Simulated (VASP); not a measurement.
## ZnCu: single point with PBE

ZnCu:

```
Zn Cu
1.0
     2.96450    0.00000    0.00000
     0.00000    2.96450    0.00000
     0.00000    0.00000    2.96450
Zn Cu
1 1
Direct
  0.50000 0.50000 0.50000
  0.00000 0.00000 0.00000
```

This cell differs from its parent crystal: volume scaled by 1.02.

```yaml
Program: VASP 6.6.1
Task: single point
Functional: PBE
Potentials_or_basis: VASP PAW PBE potentials, release 64 (Zn, Cu)
Cutoff: 520 eV
k_mesh: 9 × 9 × 9
Occupations: fermi-dirac, width 0.05 eV
Spin: no spin polarisation
```

```json
{
  "Pressure": "0.6 GPa"
}
```

Levels at points of the mesh, in eV from the Fermi level:
```csv
k point,band 8,band 9,band 10,band 11,band 12,band 13,band 14,band 15
"(0.00, 0.00, 0.00)",-3.59,-2.77,-2.77,-2.77,6.09,6.09,6.09,11.07
```

It took 37 s on 1 thread of AMD EPYC 7R43 64-Core Processor (Zen 3) (shared host), peak memory 0.1 GiB.
